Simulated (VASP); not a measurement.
# Ca (P6_3/mmc) in VASP: further runs, part 3 of 3

VASP 6.6.1. Earlier steps stand in the parts before.

**5. Single point, PBEsol**

This run uses another cell than the first one, of 33.36 Å³/atom.

INCAR

```
SYSTEM = Ca
  PREC = Accurate
  ENCUT = 520
  EDIFF = 1E-6
  ISMEAR = -1
  SIGMA = 0.05
  LREAL = .FALSE.
  LASPH = .TRUE.
  NELM = 100
  ALGO = Normal
  ISIF = 2
  LWAVE = .FALSE.
  LCHARG = .TRUE.
  GGA = PS
  LELF = .TRUE.
  LVHAR = .TRUE.
  NBANDS = 17
```

KPOINTS

```
Automatic mesh
0
G
  8 8 4
  0 0 0
```

POSCAR

```
Ca
1.0
    3.5948787208      0.0000000000      0.0000000000
   -1.7974393604      3.1132562957      0.0000000000
    0.0000000000      0.0000000000      5.9621961617
Ca
2
Direct
    0.6666666667      0.3333333333      0.7500000000
    0.3333333333      0.6666666667      0.2500000000
```

Potentials or basis: VASP PAW PBE potentials, release 64 (Ca_sv).

Started as:

```sh
> cat potpaw_PBE.64/Ca_sv/POTCAR > POTCAR
> mpirun -np 1 vasp_std > vasp.out
```

OUTCAR:

```text
SYSTEM = Ca
   PREC = Accurate
   ENCUT = 520
   EDIFF = 1E-6
   ISMEAR = -1
   LREAL = .FALSE.
   LASPH = .TRUE.
   NELM = 100
   ISIF = 2
   GGA = PS

 ion  position               nearest neighbor table
   1  0.667  0.333  0.750-
   2  0.333  0.667  0.250-

  LATTYP: Found a hexagonal cell.
 ALAT       =     3.5948787208
 C/A-ratio  =     1.6585249809

  Lattice vectors:

 A1 = (   3.5948787208,   0.0000000000,   0.0000000000)
 A2 = (  -1.7974393604,   3.1132562957,   0.0000000000)
 A3 = (   0.0000000000,   0.0000000000,   5.9621961617)

Analysis of symmetry for initial positions (statically):
=====================================================================
 Subroutine PRICEL returns:
 Original cell was already a primitive cell.

 Routine SETGRP: Setting up the symmetry group for a
 hexagonal supercell.

 Subroutine GETGRP returns: Found 24 space group operations
 (whereof 12 operations were pure point group operations)
 out of a pool of 24 trial point group operations.
[... 153 lines left out ...]
   NGX = 13   NGY = 13   NGZ = 23

 number of electron      19.9999999 magnetization

 Free energy of the ion-electron system (eV)
  ---------------------------------------------------
  ext. energy  EPLUGINS =         0.00000000
  ---------------------------------------------------
  free energy    TOTEN  =        -4.06435882 eV

  energy without entropy =       -4.04563965  energy(sigma->0) =       -4.05499923

 E-fermi :   2.9075     XC(G=0):  -8.5955

 val. band max:        2.9036978873   @ k =   0.1250   0.0000   0.0000
 cond. band min:       2.9290157618   @ k =   0.5000   0.0000   0.0000
 fundamental gap:      0.0253178745
 Fermi energy:         2.9075448860

 k-point     1 :       0.0000    0.0000    0.0000
  band No.  band energies     occupation
      1     -38.4067      2.00000
      2     -38.3684      2.00000
      3     -19.6492      2.00000
      4     -19.3845      2.00000
      5     -19.3845      2.00000
      6     -19.3457      2.00000
[... 457 lines left out ...]
      4     -19.6242      2.00000
      5     -19.4223      2.00000
      6     -19.4223      2.00000
[... 9 lines left out ...]
     16       6.3049      0.00000
     17       7.5339      0.00000

 [... further k-points ...]
[... 5 lines left out ...]
  --------------------------------------------------------------------------------------
  -------------------------------------------------------------------------------------
  Total        2.0923369      2.0923369      2.0713063     -0.0000000      0.0000000      0.0000000
  in kB       50.2385179     50.2385179     49.7335575     -0.0000000      0.0000000      0.0000000
  external PRESSURE =      50.0701978 kB  Pullay stress =       0.0000000 kB

 VOLUME and BASIS-vectors are now :
 -----------------------------------------------------------------------------
  energy-cutoff  :      520.00
  volume of cell :       66.73
      direct lattice vectors                 reciprocal lattice vectors
     3.594878721  0.000000000  0.000000000     0.278173501  0.160603546  0.000000000
    -1.797439360  3.113256296  0.000000000     0.000000000  0.321207092  0.000000000
     0.000000000  0.000000000  5.962196162     0.000000000  0.000000000  0.167723432

 POSITION                                       TOTAL-FORCE (eV/Angst)
 -----------------------------------------------------------------------------------
      1.79744      1.03775      4.47165        -0.000000     -0.000000     -0.000000
     -0.00000      2.07550      1.49055         0.000000      0.000000      0.000000
 -----------------------------------------------------------------------------------
    total drift:                               -0.000000      0.000000      0.000000

  FREE ENERGIE OF THE ION-ELECTRON SYSTEM (eV)
  ---------------------------------------------------
  free  energy   TOTEN  =        -4.0643588221 eV

  energy  without entropy=       -4.0456396479  energy(sigma->0) =       -4.05499923
```

stdout:

```text
POSCAR found type information on POSCAR Ca
 POSCAR found :  1 types and       2 ions
 scaLAPACK will be used
 -----------------------------------------------------------------------------
|                                                                             |
|                                                                             |
|     You enforced a specific xc type in the INCAR file but a different       |
|     I HOPE YOU KNOW WHAT YOU ARE DOING!                                     |
|                                                                             |
 -----------------------------------------------------------------------------

 LDA part: xc-table for (Slater+PW92), standard interpolation
 POSCAR, INCAR and KPOINTS ok, starting setup
 FFT: planning ... GRIDC
 FFT: planning ... GRID_SOFT
 FFT: planning ... GRID
 WAVECAR not read
 entering main loop
```

Wall time 53 s (1 thread of Intel Xeon 8259CL, shared host); peak memory 0.19 GiB.

What came out:

| Item | Value |
| --- | --- |
| Free energy | -4.0644 eV |
| Pressure | 5.0 GPa |
| Band gap on the k mesh | zero (bands 10 and 11 overlap by 0.21 eV) |

Levels at points of the mesh, in eV from the Fermi level:
```tsv
k point	band 8	band 9	band 10	band 11	band 12	band 13
(0.00, 0.00, 0.00)	-22.24	-4.45	-1.18	0.03	2.51	2.61
(0.50, 0.00, 0.00)	-22.30	-1.11	-0.58	0.02	0.30	1.62
(0.00, 0.00, 0.50)	-22.27	-3.24	-3.24	1.48	1.48	2.60
(0.50, 0.00, 0.50)	-22.33	-0.84	-0.84	0.38	0.38	1.59
```

Caveat: the cell stands under pressure; the PAW data sets were made with another functional, which shifts forces and pressure a little.

**6. Summary**

| cell | gap on the mesh (eV) | pressure (GPa) |
| --- | --- | --- |
| a = 3.060, b = 3.060, c = 5.152 Å, angles 90.0, 90.0, 120.0°, 2 atoms | none | 30.1 |
| a = 3.213, b = 3.213, c = 5.354 Å, angles 90.0, 90.0, 120.0°, 2 atoms | none | 20.0 |
| a = 3.442, b = 3.442, c = 5.660 Å, angles 90.0, 90.0, 120.0°, 2 atoms | none | 10.0 |
| a = 3.595, b = 3.595, c = 5.962 Å, angles 90.0, 90.0, 120.0°, 2 atoms | none | 5.0 |

Alike in all rows: task single point; level PBEsol; potentials or basis VASP PAW PBE potentials, release 64 (Ca_sv); no spin polarisation; k mesh 8 × 8 × 4; cutoff (eV) 520; smearing fermi-dirac 0.05 eV.

Caveats: the cell stands under pressure; the PAW data sets were made with another functional, which shifts forces and pressure a little.

Total energies depend on the potentials used, so only differences within one code and one set of settings carry meaning.
